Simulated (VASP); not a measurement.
Wanted: the native input for a VASP 6.6.1 run.

| Property | Result |
| --- | --- |
| Task | single point |
| Functional | PBEsol |
| Potentials or basis | VASP PAW PBE potentials, release 64 (Co, In_d, As) |
| Cutoff | 520 eV |
| k mesh | 3 × 3 × 3 |
| Occupations | gaussian, width 0.05 eV |
| Spin | collinear spin |
| Starting moments | [2.73, 0.0, 0.0, 0.0, 0.0, 0.0, 0.0, 0.0, -0.05, -0.05, -0.05, -0.04, -0.05, -0.04, -0.04, -0.04] μB |
| Hubbard terms | Co d U = 6.0 eV |
| Dipole correction | no |
| Further INCAR settings | LREAL = Auto; ALGO = Normal; EDIFF = 1e-06; NBANDS = 88 |

The structure of In7CoAs8 lies in POSCAR:

```
In7CoAs8
1.0
    0.0000000000      6.0580000000      6.0580000000
    6.0580000000      0.0000000000      6.0580000000
    6.0580000000      6.0580000000      0.0000000000
Co In As
1 7 8
Direct
    0.0000000000      0.0000000000      1.0000000000
    0.0033947217      0.0033947217      0.4966052783
    0.0033947217      0.4966052783      0.0033947217
    0.0033947217      0.4966052783      0.4966052783
    0.4966052783      0.0033947217      0.0033947217
    0.4966052783      0.0033947217      0.4966052783
    0.4966052783      0.4966052783      0.0033947217
    0.5000000000      0.5000000000      0.5000000000
    0.1172760432      0.1172760432      0.1172760432
    0.1172760432      0.1172760432      0.6481718705
    0.1172760432      0.6481718705      0.1172760432
    0.1236636802      0.6254454399      0.6254454399
    0.6481718705      0.1172760432      0.1172760432
    0.6254454399      0.1236636802      0.6254454399
    0.6254454399      0.6254454399      0.1236636802
    0.6254454399      0.6254454399      0.6254454399
```

The input as run:

INCAR

```
PREC     = Accurate       # precision mode
ENCUT    = 520            # plane-wave cutoff, eV
EDIFF    = 1E-6           # SCF threshold, eV
ISMEAR   = 0              # smearing method
SIGMA    = 0.05           # smearing width, eV
LREAL    = Auto         
LASPH    = True           # aspherical terms in the spheres
NELM     = 150            # most SCF steps
ALGO     = Normal         # electronic algorithm
ISIF     = 2              # what is computed and relaxed
LWAVE    = False          # write WAVECAR
LCHARG   = False          # write CHGCAR
ISPIN    = 2              # spin polarisation
MAGMOM   = 2.73 0 0 0 0 0 0 0 -0.05 -0.05 -0.05 -0.04 -0.05 -0.04 -0.04 -0.04 # initial moments
LORBIT   = 11             # projections on sites
LMAXMIX  = 4              # l up to which the mixer works
LDAU     = True           # DFT+U
LDAUTYPE = 2            
LDAUL    = 2 -1 -1        # shell
LDAUU    = 6 0 0          # U, eV
LDAUJ    = 0 0 0        
LDAUPRINT= 1            
GGA      = PS             # functional
NBANDS   = 88             # bands
```

KPOINTS

```
regular mesh
0
Gamma
  3 3 3
```

Potentials or basis: VASP PAW PBE potentials, release 64 (Co, In_d, As).

The run is started by

```bash
$ cat potpaw_PBE.64/Co/POTCAR potpaw_PBE.64/In_d/POTCAR potpaw_PBE.64/As/POTCAR > POTCAR
$ mpirun -np 1 vasp_std > vasp.out
```

It gave:

```
Pressure                                              : -1.0 GPa
Largest force                                         : 0.230 eV/Å
Net moment                                            : 2.06 μB per cell
Site moments                                          : Co +2.58; In -0.00, -0.01 (each value once); As -0.05, -0.04 (each value once) μB
Valence electrons inside the program's atomic spheres : Co 7.88; In 11.43, 11.46 (each value once); As 2.77, 2.79 (each value once)
```

Caveat: the PAW data sets were made with another functional, which shifts forces and pressure a little; a cell with one magnetic atom can't hold antiferromagnetic order, which such compounds often take; the U is typed as a test and isn't derived for this compound.

Wall time 16 min on 1 thread of Intel(R) Xeon(R) Platinum 8259CL CPU @ 2.50GHz (Skylake/Cascade Lake), with other jobs on the host, peak memory 0.88 GiB.
